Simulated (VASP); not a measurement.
# AlN: relaxation of cell and atoms with PBEsol

The system is AlN.

```
Al N
1.0
     0.01599    4.03748    4.05874
     4.08742    0.02622    4.04851
     4.07400    4.01382    0.03964
Al N
8 8
Direct
  0.00837 0.97433 0.00569
  0.01573 0.01982 0.47719
  0.99657 0.52356 0.99182
  0.00195 0.51089 0.48743
  0.53148 0.99098 0.97714
  0.51875 0.01163 0.47982
  0.48733 0.50171 0.00767
  0.50363 0.50724 0.48055
  0.24689 0.25068 0.23205
  0.22750 0.24880 0.78553
  0.23285 0.75245 0.24257
  0.23148 0.76187 0.77097
  0.73825 0.24967 0.24738
  0.76169 0.24022 0.75210
  0.76061 0.73906 0.27047
  0.76909 0.75508 0.72483
```

```yaml
Program: VASP 6.6.1
Task: relaxation of cell and atoms
Functional: PBEsol
Potentials_or_basis: VASP PAW PBE potentials, release 64 (Al, N)
Cutoff: 600 eV
k_mesh: 4 × 4 × 4
Occupations: fermi-dirac, width 0.05 eV
Spin: no spin polarisation
Dipole_correction: no
Further_INCAR_settings: LREAL = Auto; ALGO = Normal; EDIFF = 1e-06; IBRION = 2; EDIFFG = -0.01; NSW = 100; ISIF = 3
```

The relaxed volume is 8.27 Å³/atom and the relaxed cell is a = 5.720 Å, b = 5.719 Å, c = 5.719 Å, α = 60.00°, β = 60.00°, γ = 60.00°. The space group after relaxing (to 0.05 Å) is Fm-3m (No. 225) and the energy gained by relaxing is 139.7 meV/atom. The ionic steps are 13. The pressure after relaxing is 0.0 GPa and the largest force after relaxing is 0.009 eV/Å. The band gap on the k mesh is 4.55 eV, direct.

Forces in eV/Å, atoms in the order of the input:
```
Al  -0.005  0.005 -0.001
Al  -0.004  0.003  0.001
Al  -0.002  0.002  0.002
Al  -0.006 -0.004  0.005
Al   0.001  0.003 -0.005
Al   0.005 -0.003 -0.003
Al  -0.004 -0.007  0.004
Al   0.009 -0.001  0.001
N   -0.003 -0.004 -0.002
N    0.006  0.000  0.004
N    0.004  0.000  0.000
N   -0.003  0.008 -0.002
N   -0.002 -0.001  0.002
N    0.006 -0.005 -0.005
N   -0.006  0.000 -0.003
N    0.005  0.005  0.002
```

Step by step:
```
step  energy change (eV)  largest force (eV/Å)  pressure (GPa)  volume (Å³)
   1              0.0000                3.9259            7.04       131.83
   2             -1.1809                3.2991          -10.10       138.85
   3             -1.7770                1.5999           -6.00       136.10
   4             -2.1365                0.7685            2.18       131.33
   5             -2.1407                0.7266            1.27       131.78
   6             -2.2188                0.3311            0.21       132.18
   7             -2.2215                0.3433            0.02       132.28
   8             -2.2323                0.1753           -0.17       132.35
   9             -2.2323                0.1754           -0.17       132.35
  10             -2.2345                0.0715            0.09       132.22
  11             -2.2348                0.0417            0.02       132.25
  12             -2.2350                0.0121            0.00       132.27
  13             -2.2350                0.0092            0.00       132.27
```

Final structure:
```xyz
16
Lattice="-0.0001 4.0442 4.0444 4.0435 0.0001 4.0441 4.0436 4.0441 0.0002" Properties=species:S:1:pos:R:3 pbc="T T T"
Al    4.0366    4.0352    0.0179
Al    2.0146    2.0133    0.0179
Al    6.0584    4.0354    2.0400
Al    4.0368    2.0138    2.0394
Al    4.0362    6.0572    2.0403
Al    2.0140    4.0356    2.0398
Al    6.0585    6.0578    4.0616
Al    4.0358    4.0355    4.0620
N     2.0146    2.0135    2.0402
N     4.0359    4.0356    2.0399
N     4.0360    2.0133    4.0620
N     6.0580    4.0349    4.0621
N     2.0146    4.0356    4.0623
N     4.0360    6.0578    4.0625
N     4.0365    4.0354    6.0844
N     6.0577    6.0574    6.0841
```

Levels at points of the mesh, in eV from the valence-band top:
| k point | band 28 | band 29 | band 30 | band 31 | band 32 | band 33 | band 34 | band 35 | band 36 | band 37 |
| --- | --- | --- | --- | --- | --- | --- | --- | --- | --- | --- |
| (0.00, 0.00, 0.00) | -1.09 | -1.09 | 0.00 | 0.00 | 0.00 | 4.55 | 4.55 | 4.55 | 5.14 | 5.14 |
| (0.50, 0.00, 0.00) | -2.06 | -0.60 | -0.60 | -0.60 | -0.60 | 6.47 | 6.48 | 6.48 | 6.48 | 6.48 |
| (0.00, 0.50, 0.00) | -2.06 | -0.60 | -0.60 | -0.60 | -0.60 | 6.47 | 6.47 | 6.47 | 6.48 | 6.48 |
| (0.50, 0.50, 0.00) | -1.64 | -1.14 | -1.14 | -1.14 | -1.14 | 7.32 | 7.32 | 7.68 | 7.68 | 8.05 |
| (0.00, 0.00, 0.50) | -2.06 | -0.60 | -0.60 | -0.60 | -0.60 | 6.47 | 6.47 | 6.48 | 6.48 | 6.48 |
| (0.50, 0.00, 0.50) | -1.64 | -1.14 | -1.14 | -1.14 | -1.14 | 7.32 | 7.32 | 7.68 | 7.68 | 8.05 |
| (0.00, 0.50, 0.50) | -1.64 | -1.15 | -1.15 | -1.14 | -1.14 | 7.32 | 7.32 | 7.68 | 7.68 | 8.05 |
| (0.50, 0.50, 0.50) | -2.06 | -0.60 | -0.60 | -0.60 | -0.60 | 6.47 | 6.48 | 6.48 | 6.48 | 6.48 |

It took 34 min on 1 thread of Intel(R) Xeon(R) 6975P-C (Granite Rapids), on a shared host, peak memory 0.41 GiB.

Caveat: the PAW data sets were made with another functional, which shifts forces and pressure a little. A hybrid or GW would open this gap; PBEsol tends to underestimate it.
